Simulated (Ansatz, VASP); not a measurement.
Ta4H in VASP and in Ansatz

```
CELL_PARAMETERS angstrom
2.92356 0.00000 0.00000
-1.46178 2.53187 0.00000
0.00000 0.00000 10.36289
ATOMIC_POSITIONS crystal
Ta 0.33333 0.66667 0.87038
Ta 0.33333 0.66667 0.37596
Ta 0.66667 0.33333 0.12962
Ta 0.66667 0.33333 0.62404
H 0.00000 0.00000 0.00000
```

Change from the starting cell: species swapped into the Co4H type (P-3m1, No. 164).

Alike in both runs: task relaxation of cell and atoms; functional PBE; k mesh 12 × 12 × 4; occupations gaussian, width 0.1 eV; no spin polarisation.

|  | VASP | Ansatz |
| --- | --- | --- |
| version | VASP 6.6.1 | Ansatz 0.2.0 |
| potentials or method | VASP PAW PBE potentials, release 64 (Ta_pv, H), cutoff 600 eV | scalar-relativistic, plane waves, PAW |
| valence electrons in the cell | 45 | 53 |

|  | VASP | Ansatz | Ansatz less VASP |
| --- | --- | --- | --- |
| gap on the k mesh at the Fermi level, each at its own relaxed structure (eV) | none | none | - |
| relaxed volume (Å³/atom) | 15.35 | 15.34 | -0.008 |
| relaxed length of the cell vector where the two differ most in proportion (Å) | 10.401 | 10.399 | -0.0025 |

A gap of «none» marks a metal or a gap that the smearing closes. VASP's potentials hold 45 valence electrons a cell and Ansatz's 53, so a difference there can come from the potentials and not from the codes.

Spin-orbit coupling is off throughout.
